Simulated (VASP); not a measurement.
# CuO in VASP: notebook

The runs below take CuO through relaxation of cell and atoms, with PBE.

All numbers are computed with VASP 6.6.1; they aren't measurements. Logs are shortened: lines on timing, memory, paths and dates and some standing lists are left out, and cuts for length are marked.

## 1. The cell of the first run

Symmetry: R-3m, No. 166, trigonal system. The conventional cell has a = 2.927 Å, b = 2.927 Å, c = 7.233 Å, α = 90.00°, β = 90.00°, γ = 120.00°. Cu (site symmetry -3m) has 6 O at 2.08 Å within 2.7 Å. O (site symmetry -3m) has 6 Cu at 2.08 Å within 2.7 Å.

## 2. Relaxation of cell and atoms, PBE, collinear spin

INCAR

```
PREC = Accurate ; ENCUT = 600
EDIFF = 1E-6 ; ISMEAR = 0
SIGMA = 0.1 ; LREAL = F
LASPH = T ; NELM = 150
ALGO = Normal ; ISIF = 3
LWAVE = F ; LCHARG = F
ISPIN = 2 ; MAGMOM = 1 0
LORBIT = 11 ; LMAXMIX = 4
GGA = PE ; IBRION = 2
NSW = 90 ; EDIFFG = -0.04
```

KPOINTS

```
regular mesh
0
Gamma
  9 9 9
```

POSCAR

```
CuO
1.0
    1.4634099200      0.8449001100      2.4110990100
   -1.4634099200      0.8449001100      2.4110990100
    0.0000000000     -1.6898002300      2.4110990100
Cu O
1 1
Direct
    0.5000000000      0.5000000000      0.5000000000
    0.0000000000      0.0000000000      0.0000000000
```

Potentials or basis: VASP PAW PBE potentials, release 64 (Cu, O).

Command:

```
> cat potpaw_PBE.64/Cu/POTCAR potpaw_PBE.64/O/POTCAR > POTCAR
> mpirun -np 1 vasp_std > vasp.out
```

OUTCAR:

```text
PREC = Accurate
   ENCUT = 600
   EDIFF = 1E-6
   ISMEAR = 0
   LREAL = F
   LASPH = T
   NELM = 150
   ISIF = 3
   ISPIN = 2
   LORBIT = 11
   GGA = PE
   IBRION = 2
   NSW = 90
   EDIFFG = -0.04

 ion  position               nearest neighbor table
   1  0.500  0.500  0.500-   2 2.08   2 2.08   2 2.08   2 2.08   2 2.08   2 2.08
   2  0.000  0.000  0.000-   1 2.08   1 2.08   1 2.08   1 2.08   1 2.08   1 2.08

  LATTYP: Found a trigonal (rhomboedric) cell.
 ALAT       =     2.9442865394
 COS(alpha) =     0.5059148070

  Lattice vectors:

 A1 = (   1.4634099200,   0.8449001100,   2.4110990100)
 A2 = (  -1.4634099200,   0.8449001100,   2.4110990100)
 A3 = (   0.0000000000,  -1.6898002300,   2.4110990100)

Analysis of symmetry for initial positions (statically):
=====================================================================
 Subroutine PRICEL returns:
 Original cell was already a primitive cell.

 Routine SETGRP: Setting up the symmetry group for a
 trigonal (rhombohedral) supercell.

 Subroutine GETGRP returns: Found 12 space group operations
 (whereof 12 operations were pure point group operations)
 out of a pool of 12 trial point group operations.

The static configuration has the point symmetry D_3d.

Analysis of symmetry for dynamics (positions and initial velocities):
=====================================================================
 Subroutine PRICEL returns:
 Original cell was already a primitive cell.

 Routine SETGRP: Setting up the symmetry group for a
 trigonal (rhombohedral) supercell.

 Subroutine GETGRP returns: Found 12 space group operations
 (whereof 12 operations were pure point group operations)
 out of a pool of 12 trial point group operations.

The dynamic configuration has the point symmetry D_3d.

Analysis of structural, dynamic, and magnetic symmetry:
=====================================================================
 Subroutine PRICEL returns:
 Original cell was already a primitive cell.

 Routine SETGRP: Setting up the symmetry group for a
 trigonal (rhombohedral) supercell.

 Subroutine GETGRP returns: Found 12 space group operations
 (whereof 12 operations were pure point group operations)
 out of a pool of 12 trial point group operations.

The overall configuration has the point symmetry D_3d.

 Subroutine INISYM returns: Found 12 space group operations
 (whereof 12 operations are pure point group operations),
 and found     1 'primitive' translations

[... 122 lines left out ...]
   IVDW    =     0    specifies the selected vdW correction
   LEPSILON=     F    determine dielectric tensor
   LRPA    =     F    only Hartree local field effects (RPA)
 conjugate gradient relaxation of ions
 spin polarized calculation
 Gauss-broadening in eV      SIGMA  =   0.10
  energy-cutoff  :      600.00
  volume of cell :       17.89
 maximum number of plane-waves:       609
   NGX = 11   NGY = 11   NGZ = 11

--------------------------------------- Ionic step        1  -------------------------------------------

 number of electron      16.9999990 magnetization      -0.0104817

 number of electron      16.9999990 magnetization       0.0000761

 Free energy of the ion-electron system (eV)
  ---------------------------------------------------
  ext. energy  EPLUGINS =         0.00000000
  ---------------------------------------------------
  free energy    TOTEN  =        -9.49489831 eV

  energy without entropy =       -9.49020114  energy(sigma->0) =       -9.49254973

------------------------ aborting loop because EDIFF is reached ----------------------------------------

  FORCE on cell =-STRESS in cart. coord.  units (eV):
  Direction    XX          YY          ZZ          XY          YZ          ZX
  --------------------------------------------------------------------------------------
  -------------------------------------------------------------------------------------
  Total        1.5790664      1.5790664      1.4811525     -0.0000000     -0.0000000      0.0000000
  in kB      141.4403475    141.4403482    132.6699917     -0.0000000     -0.0000002      0.0000000
  external PRESSURE =     138.5168958 kB  Pullay stress =       0.0000000 kB
[... 63 lines left out ...]
 number of electron      17.0000011 magnetization      -0.0000012

 number of electron      17.0000011 magnetization       0.0000009

 Free energy of the ion-electron system (eV)
  ---------------------------------------------------
  ext. energy  EPLUGINS =         0.00000000
  ---------------------------------------------------
  free energy    TOTEN  =        -9.54511644 eV

  energy without entropy =       -9.54012360  energy(sigma->0) =       -9.54262002

 E-fermi :   6.1455     XC(G=0): -12.3741

 val. band max:        6.1092183011   @ k =  -0.3333   0.3333   0.0000
 cond. band min:       6.1480131583   @ k =   0.3333   0.3333   0.2222
 fundamental gap:      0.0387948572
 Fermi energy:         6.1455134813

 spin component 1

 k-point     1 :       0.0000    0.0000    0.0000
  band No.  band energies     occupation
      1     -13.3908      1.00000
      2       3.6482      1.00000
      3       3.6694      1.00000
      4       3.6694      1.00000
      5       3.7261      1.00000
      6       3.7778      1.00000
      7       3.7778      1.00000
      8       3.9160      1.00000
      9       3.9160      1.00000
     10       7.4891      0.00000
     11      24.2543      0.00000
     12      24.5883      0.00000
     13      24.7965      0.00000
[... 356 lines left out ...]
      2      -0.0730      1.00000
      3       2.4586      1.00000
      4       2.5132      1.00000
      5       2.9932      1.00000
      6       4.1986      1.00000
      7       4.4878      1.00000
      8       4.4891      1.00000
      9       4.7023      1.00000
     10      11.8050      0.00000
     11      16.6213      0.00000
     12      18.2270      0.00000
     13      22.1236      0.00000

 [... further k-points ...]

 spin component 2

 k-point     1 :       0.0000    0.0000    0.0000
  band No.  band energies     occupation
      1     -13.3908      1.00000
      2       3.6482      1.00000
      3       3.6694      1.00000
      4       3.6694      1.00000
      5       3.7261      1.00000
      6       3.7778      1.00000
      7       3.7778      1.00000
      8       3.9160      1.00000
      9       3.9160      1.00000
     10       7.4891      0.00000
     11      24.2543      0.00000
     12      24.5883      0.00000
     13      24.7965      0.00000
[... 397 lines left out ...]
  FREE ENERGIE OF THE ION-ELECTRON SYSTEM (eV)
  ---------------------------------------------------
  free  energy   TOTEN  =        -9.5451164351 eV

  energy  without entropy=       -9.5401236025  energy(sigma->0) =       -9.54262002

 reached required accuracy - stopping structural energy minimisation

 total charge

# of ion       s       p       d       tot
------------------------------------------
    1        0.308   0.318   9.150   9.776
    2        1.576   3.346   0.000   4.921
--------------------------------------------------
tot          1.884   3.663   9.150  14.697

 magnetization (x)

# of ion       s       p       d       tot
------------------------------------------
    1        0.000   0.000   0.000   0.000
    2        0.000  -0.000   0.000   0.000
--------------------------------------------------
tot          0.000  -0.000   0.000   0.000
```

CONTCAR:

```text
CuO
   1.00000000000000
     1.4971418788527537    0.8643752655193142    2.4632292829754951
    -1.4971418788527537    0.8643752655193142    2.4632292829754951
     0.0000000000000000   -1.7287505414853406    2.4632292830512599
  Cu              O
     1     1
Direct
     0.5000000000000000    0.5000000000000000    0.5000000000000000
     0.0000000000000000    0.0000000000000000    0.0000000000000000

  0.00000000E+00  0.00000000E+00  0.00000000E+00
  0.00000000E+00  0.00000000E+00  0.00000000E+00
```

Run time: 59 s. Hardware: 1 thread of Intel Xeon 6975P-C (Granite Rapids), shared host; peak memory 0.18 GiB.

What came out:

```
Free energy                                           : -9.5451 eV
Relaxed volume                                        : 9.56 Å³/atom
Relaxed cell                                          : a = 3.009 Å, b = 3.009 Å, c = 3.009 Å, α = 59.67°, β = 59.67°, γ = 59.67°
Space group after relaxing (to 0.1 Å)                 : Fm-3m (No. 225)
Energy gained by relaxing                             : 25.1 meV/atom
Ionic steps                                           : 3
Pressure after relaxing                               : 0.0 GPa
Net moment                                            : 0.00 μB per cell
Valence electrons inside the program's atomic spheres : Cu 9.78; O 4.92
```

The path:
| step | energy change (eV) | largest force (eV/Å) | pressure (GPa) | volume (Å³) |
| --- | --- | --- | --- | --- |
| 1 | 0.0000 | 0.0000 | 13.85 | 17.89 |
| 2 | -0.0315 | 0.0000 | -6.86 | 19.96 |
| 3 | -0.0502 | 0.0000 | 0.04 | 19.13 |

Final structure:
```
CELL_PARAMETERS angstrom
1.49714 0.86438 2.46323
-1.49714 0.86438 2.46323
0.00000 -1.72875 2.46323
ATOMIC_POSITIONS crystal
Cu 0.50000 0.50000 0.50000
O 0.00000 0.00000 0.00000
```

Levels at points of the mesh, in eV from the Fermi level:
Spin up:
| k point | band 7 | band 8 | band 9 | band 10 | band 11 | band 12 |
| --- | --- | --- | --- | --- | --- | --- |
| (0.00, 0.00, 0.00) | -2.37 | -2.23 | -2.23 | 1.34 | 18.11 | 18.44 |
Spin down:
| k point | band 5 | band 6 | band 7 | band 8 | band 9 | band 10 | band 11 | band 12 | band 13 |
| --- | --- | --- | --- | --- | --- | --- | --- | --- | --- |
| (0.00, 0.00, 0.00) | -2.42 | -2.37 | -2.37 | -2.23 | -2.23 | 1.34 | 18.11 | 18.44 | 18.65 |

Caveat: semilocal functionals often make such compounds metallic where correlation or magnetic order opens a gap, which also shifts bond lengths.

## 3. Relaxation of cell and atoms, PBE

This run uses another cell than the first one, of 9.55 Å³/atom.

INCAR

```
SYSTEM = CuO
ALGO     = Normal         ! electronic algorithm
EDIFF    = 1E-6           ! SCF threshold, eV
EDIFFG   = -0.01          ! ionic threshold
ENCUT    = 600            ! plane-wave cutoff, eV
GGA      = PE             ! functional
IBRION   = 2              ! ionic algorithm
ISIF     = 3              ! what is computed and relaxed
ISMEAR   = 0              ! smearing method
LASPH    = .True.         ! aspherical terms in the spheres
LCHARG   = .False.        ! write CHGCAR
LREAL    = .False.        ! projectors in reciprocal space
LWAVE    = .False.        ! write WAVECAR
NELM     = 80             ! most SCF steps
NSW      = 100            ! ionic steps
PREC     = Accurate       ! precision mode
SIGMA    = 0.1            ! smearing width, eV
```

KPOINTS

```
k-points
0
Gamma
  22 22 22
  0 0 0
```

POSCAR

```
CuO
1.0
    0.0000000000      2.1215464225      2.1215464225
    2.1215464225      0.0000000000      2.1215464225
    2.1215464225      2.1215464225      0.0000000000
Cu O
1 1
Direct
    0.5000000000      0.5000000000      0.5000000000
    0.0000000000      0.0000000000      0.0000000000
```

Potentials or basis: VASP PAW PBE potentials, release 64 (Cu, O).

Command:

```
> cat potpaw_PBE.64/Cu/POTCAR potpaw_PBE.64/O/POTCAR > POTCAR
> mpirun -np 1 vasp_std > vasp.out
```

Wall time 50 s (1 thread of Intel Xeon 6975P-C (Granite Rapids), shared host); peak memory 0.22 GiB.

It converged, with:

| Quantity | Value |
| --- | --- |
| Free energy | -9.5402 eV |
| Relaxed volume | 9.56 Å³/atom |
| Relaxed cell | a = 3.002 Å, b = 3.002 Å, c = 3.002 Å, α = 60.00°, β = 60.00°, γ = 60.00° |
| Space group after relaxing (to 0.1 Å) | Fm-3m (No. 225) |
| Energy gained by relaxing | 0.0 meV/atom |
| Ionic steps | 3 |
| Pressure after relaxing | -0.1 GPa |
| Band gap on the k mesh | zero (an odd number of electrons rules out a gap without spin polarisation) |

Final structure:
```cif
data_structure
_symmetry_space_group_name_H-M 'P 1'
_symmetry_Int_Tables_number 1
_cell_length_a 3.0018
_cell_length_b 3.0018
_cell_length_c 3.0018
_cell_angle_alpha 60.000
_cell_angle_beta 60.000
_cell_angle_gamma 60.000
_cell_volume 19.13
loop_
_atom_site_label
_atom_site_type_symbol
_atom_site_fract_x
_atom_site_fract_y
_atom_site_fract_z
_atom_site_occupancy
Cu1 Cu 0.50000 0.50000 0.50000 1
O1 O 0.00000 0.00000 0.00000 1
```

Levels at points of the mesh, in eV from the Fermi level:
| k point | band 5 | band 6 | band 7 | band 8 | band 9 | band 10 | band 11 | band 12 |
| --- | --- | --- | --- | --- | --- | --- | --- | --- |
| (0.00, 0.00, 0.00) | -2.33 | -2.33 | -2.33 | -2.18 | -2.18 | 1.40 | 18.17 | 18.63 |
| (0.50, 0.00, 0.00) | -1.82 | -1.82 | -1.39 | 0.73 | 0.73 | 5.74 | 9.55 | 13.73 |
| (0.50, 0.50, 0.00) | -3.12 | -1.89 | -1.64 | -1.64 | -1.47 | 5.61 | 10.56 | 12.07 |

Caveat: an odd number of electrons without spin polarisation forces a metal; a magnetic or distorted state may lie lower; semilocal functionals often make such compounds metallic where correlation or magnetic order opens a gap, which also shifts bond lengths. With open d or f shells a metallic result of PBE can be an artefact of self-interaction; +U or a hybrid may open a gap.

The gap in the log of VASP goes by the Fermi energy; the results here count the filled bands.